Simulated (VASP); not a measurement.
# MoS2 (R3m) in VASP: notebook, part 2 of 2

VASP 6.6.1. Earlier steps stand in the parts before.

## Step 3: Single point, PBE+D3(BJ)

This run uses another cell than the first one, of 13.30 Å³/atom.

Contents of INCAR:

```
PREC     = Accurate       # precision mode
ENCUT    = 520            # plane-wave cutoff, eV
EDIFF    = 1E-7           # SCF threshold, eV
ISMEAR   = 0              # smearing method
SIGMA    = 0.05           # smearing width, eV
LREAL    = False          # projectors in reciprocal space
LASPH    = True           # aspherical terms in the spheres
NELM     = 60             # most SCF steps
ALGO     = Normal         # electronic algorithm
ISIF     = 2              # what is computed and relaxed
LWAVE    = False          # write WAVECAR
LCHARG   = False          # write CHGCAR
GGA      = PE             # functional
IVDW     = 12             # dispersion correction
NBANDS   = 20             # bands
```

Contents of KPOINTS:

```
Automatic mesh
0
Gamma
  12 12 12
```

Contents of POSCAR:

```
MoS2
1.0
    1.4977500000      0.8647263657      5.1342000000
   -1.4977500000      0.8647263657      5.1342000000
    0.0000000000     -1.7294527314      5.1342000000
Mo S
1 2
Direct
    0.0000172156      0.0000172156      0.0000172156
    0.7535368444      0.7535368444      0.7535368444
    0.5797459400      0.5797459400      0.5797459400
```

Potentials or basis: VASP PAW PBE potentials, release 64 (Mo_sv, S).

Launch:

```console
$ cat potpaw_PBE.64/Mo_sv/POTCAR potpaw_PBE.64/S/POTCAR > POTCAR
$ mpirun -np 1 vasp_std > vasp.out
```

OUTCAR:

```text
PREC = Accurate
   ENCUT = 520
   EDIFF = 1E-7
   ISMEAR = 0
   LREAL = False
   LASPH = True
   NELM = 60
   ISIF = 2
   GGA = PE
   IVDW = 12
 IVDW          = 12

 ion  position               nearest neighbor table
   1  0.000  0.000  0.000-   2 2.19   2 2.19   2 2.19   3 2.19   3 2.19   3 2.19
   2  0.754  0.754  0.754-   1 2.19   1 2.19   1 2.19   3 2.68
   3  0.580  0.580  0.580-   1 2.19   1 2.19   1 2.19   2 2.68

  LATTYP: Found a trigonal (rhomboedric) cell.
 ALAT       =     5.4176578325
 COS(alpha) =     0.8471429382

  Lattice vectors:

 A1 = (   1.4977500000,   0.8647263657,   5.1342000000)
 A2 = (  -1.4977500000,   0.8647263657,   5.1342000000)
 A3 = (   0.0000000000,  -1.7294527314,   5.1342000000)

Analysis of symmetry for initial positions (statically):
=====================================================================
 Subroutine PRICEL returns:
 Original cell was already a primitive cell.

 Routine SETGRP: Setting up the symmetry group for a
 trigonal (rhombohedral) supercell.

 Subroutine GETGRP returns: Found  6 space group operations
 (whereof  6 operations were pure point group operations)
 out of a pool of 12 trial point group operations.

The static configuration has the point symmetry C_3v.

Analysis of symmetry for dynamics (positions and initial velocities):
=====================================================================
 Subroutine PRICEL returns:
 Original cell was already a primitive cell.

 Routine SETGRP: Setting up the symmetry group for a
 trigonal (rhombohedral) supercell.

 Subroutine GETGRP returns: Found  6 space group operations
 (whereof  6 operations were pure point group operations)
 out of a pool of 12 trial point group operations.

The dynamic configuration has the point symmetry C_3v.

 Subroutine INISYM returns: Found  6 space group operations
 (whereof  6 operations are pure point group operations),
 and found     1 'primitive' translations

----------------------------------------------------------------------------------------

                                     Primitive cell

  volume of cell :      39.8972

  direct lattice vectors                    reciprocal lattice vectors
     1.497750000  0.864726366  5.134200000     0.333834084  0.192739199  0.064924104
    -1.497750000  0.864726366  5.134200000    -0.333834084  0.192739199  0.064924104
     0.000000000 -1.729452731  5.134200000     0.000000000 -0.385478397  0.064924104

  length of vectors
     5.417657832  5.417657832  5.417657833     0.390907577  0.390907577  0.390907577

  position of ions in fractional coordinates (direct lattice)
     0.000017216  0.000017216  0.000017216
     0.753536844  0.753536844  0.753536844
     0.579745940  0.579745940  0.579745940

  ion indices of the primitive-cell ions
   primitive index   ion index
                 1           1
                 2           2
                 3           3

----------------------------------------------------------------------------------------

 KPOINTS: Automatic mesh

Automatic generation of k-mesh.
 Grid dimensions read from file:
 generate k-points for:   12   12   12

 Generating k-lattice:

  Cartesian coordinates                     Fractional coordinates (reciprocal lattice)
     0.027819507  0.016061600  0.005410342     0.083333333  0.000000000  0.000000000
    -0.027819507  0.016061600  0.005410342     0.000000000  0.083333333  0.000000000
     0.000000000 -0.032123200  0.005410342     0.000000000  0.000000000  0.083333333

  Length of vectors
     0.032575631  0.032575631  0.032575631

  Shift w.r.t. Gamma in fractional coordinates (k-lattice)
     0.000000000  0.000000000  0.000000000

 Subroutine IBZKPT returns following result:
 ===========================================

 Found    189 irreducible k-points:

 Following reciprocal coordinates:
            Coordinates               Weight
  0.000000  0.000000  0.000000      1.000000
  0.083333 -0.000000  0.000000      6.000000
  0.166667 -0.000000  0.000000      6.000000
  0.250000  0.000000 -0.000000      6.000000
  0.333333 -0.000000 -0.000000      6.000000
  0.416667 -0.000000  0.000000      6.000000
[... 16 lines left out ...]
  0.500000  0.166667 -0.000000     12.000000
 -0.416667  0.166667  0.000000     12.000000
 [... further k-points ...]
   k-points           NKPTS =    189   k-points in BZ     NKDIM =    189   number of bands    NBANDS=     20
   number of dos      NEDOS =    301   number of ions     NIONS =      3
   total plane-waves  NPLWV =  64000
   dimension x,y,z NGX =    40 NGY =   40 NGZ =   40
   dimension x,y,z NGXF=    80 NGYF=   80 NGZF=   80
   ions per type =               1   2
   NGX,Y,Z   is equivalent  to a cutoff of  12.27, 12.27, 12.27 a.u.
   NGXF,Y,Z  is equivalent  to a cutoff of  24.55, 24.55, 24.55 a.u.
 SYSTEM =  unknown system
   PREC   = accura    normal or accurate (medium, high low for compatibility)
   ISTART =      0    job   : 0-new  1-cont  2-samecut
   ICHARG =      2    charge: 1-file 2-atom 10-const
   ISPIN  =      1    spin polarized calculation?
   LNONCOLLINEAR =      F non collinear calculations
   LSORBIT =      F    spin-orbit coupling
   LASPH  =      T    aspherical Exc in radial PAW
   ENCUT  =  520.0 eV  38.22 Ry    6.18 a.u.  10.07 10.07 10.07*2*pi/ulx,y,z
   NELM   =     60;   NELMIN=  2; NELMDL= -5     # of ELM steps
   EDIFF  = 0.1E-06   stopping-criterion for ELM
   LREAL  =      F    real-space projection
   EDIFFG = 0.1E-05   stopping-criterion for IOM
   NSW    =      0    number of steps for IOM
   IBRION =     -1    ionic relax: 0-MD 1-quasi-New 2-CG
   NFREE  =      0    steps in history (QN), initial steepest desc. (CG)
   ISIF   =      2    stress and relaxation
   ISYM   =      2    0-nonsym 1-usesym 2-fastsym
   POTIM  = 0.5000    time-step for ionic-motion
   TEBEG  =    0.0;   TEEND  =   0.0 temperature during run
   PSTRESS=    0.0 pullay stress
   NELECT =      26.0000    total number of electrons
   NUPDOWN=      -1.0000    fix difference up-down
   EMIN   =  10.00;   EMAX   =-10.00  energy-range for DOS
   EFERMI =   0.00;   METHOD = LEGACY
   ISMEAR =     0;   SIGMA  =   0.05  broadening in eV -4-tet -1-fermi 0-gaus
   EFERMI_NEDOS =   21; number of points for ismear=-14 and -15
   IALGO  =     38    algorithm
   IMIX   =      4    mixing-type and parameters
     AMIX     =   0.40;   BMIX     =  1.00
     AMIX_MAG =   1.60;   BMIX_MAG =  1.00
  volume/ion in A,a.u.               =      13.30        89.75
  Fermi-wavevector in a.u.,A,eV,Ry     =   1.419336  2.682156 27.409141  2.014515
  Thomas-Fermi vector in A             =   2.540367
   LORBIT       =      0    0 simple, 1 ext, 2 COOP (PROOUT), +10 PAW based schemes
   GGA     = PE    functional components
   LHFCALC =     F    Hartree Fock is set to
   AEXX    =    0.0000 exact exchange contribution
   IVDW    =    12    specifies the selected vdW correction
   LEPSILON=     F    determine dielectric tensor
   LRPA    =     F    only Hartree local field effects (RPA)
 non-spin polarized calculation
 Gauss-broadening in eV      SIGMA  =   0.05
  energy-cutoff  :      520.00
  volume of cell :       39.90
 maximum number of plane-waves:      1105
   NGX = 21   NGY = 21   NGZ = 21

 number of electron      25.9999998 magnetization

 Free energy of the ion-electron system (eV)
  ---------------------------------------------------
  ext. energy  EPLUGINS =         0.00000000
  ---------------------------------------------------
  free energy    TOTEN  =       -19.00279284 eV

  energy without entropy =      -19.00237351  energy(sigma->0) =      -19.00258317

 E-fermi :  12.6654     XC(G=0): -12.3988

 val. band max:       12.6474222949   @ k =   0.3333   0.3333   0.2500
 cond. band min:      12.6708802931   @ k =   0.5000   0.4167   0.4167
 fundamental gap:      0.0234579981
 Fermi energy:        12.6653559338

 k-point     1 :       0.0000    0.0000    0.0000
  band No.  band energies     occupation
      1     -49.5836      2.00000
      2     -24.0189      2.00000
      3     -23.5953      2.00000
      4     -23.5953      2.00000
      5      -5.1658      2.00000
      6      -1.5217      2.00000
[... 12 lines left out ...]
     19      20.2215      0.00000
[... 513 lines left out ...]
      4     -23.8209      2.00000
      5      -2.2011      2.00000
      6      -1.7885      2.00000
[... 12 lines left out ...]
     19      20.5201      0.00000
     20      21.7754      0.00000

 [... further k-points ...]

------------------------ aborting loop because EDIFF is reached ----------------------------------------

 Edisp (eV)   -1.72829

 E8    (eV) :    -0.6987

  FORCE on cell =-STRESS in cart. coord.  units (eV):
  Direction    XX          YY          ZZ          XY          YZ          ZX
  --------------------------------------------------------------------------------------
  -------------------------------------------------------------------------------------
  Total      15.49549    15.49549    22.43065     0.00000     0.00000     0.00000
  in kB     622.26294   622.26294   900.76273     0.00000     0.00000     0.00000
  external pressure =      715.10 kB  Pullay stress =        0.00 kB

 VOLUME and BASIS-vectors are now :
 -----------------------------------------------------------------------------
  energy-cutoff  :      520.00
  volume of cell :       39.90
      direct lattice vectors                 reciprocal lattice vectors
     1.497750000  0.864726366  5.134200000     0.333834084  0.192739199  0.064924104
    -1.497750000  0.864726366  5.134200000    -0.333834084  0.192739199  0.064924104
     0.000000000 -1.729452731  5.134200000     0.000000000 -0.385478397  0.064924104

 POSITION                                       TOTAL-FORCE (eV/Angst)
 -----------------------------------------------------------------------------------
      0.00000      0.00000      0.00027         0.000000      0.000000      0.015225
      0.00000      0.00000     11.60643         0.000000      0.000000      7.260251
      0.00000      0.00000      8.92959         0.000000      0.000000     -7.275476
 -----------------------------------------------------------------------------------
    total drift:                                0.000000     -0.000000      0.000008

  FREE ENERGIE OF THE ION-ELECTRON SYSTEM (eV)
  ---------------------------------------------------
  free  energy   TOTEN  =       -20.7310819665 eV

  energy  without entropy=      -20.7306626385  energy(sigma->0) =      -20.73087230
```

Wall time 6.7 min (1 thread of Intel Xeon 8259CL, shared host); peak memory 0.34 GiB.

What came out:

```
Free energy                : -20.7311 eV
Pressure                   : 71.5 GPa
Largest force              : 7.275 eV/Å
Band gap on the k mesh     : zero (bands 13 and 14 overlap by 1.05 eV)
Dispersion energy per atom : -0.576 eV
```

Forces in eV/Å, atoms in the order of the input:
```
Mo   0.000  0.000  0.015
S    0.000  0.000  7.260
S    0.000  0.000 -7.275
```

Caveat: the cell stands under pressure; forces of over 1 eV/Å act on the atoms, so gaps and moduli don't describe the material at rest.
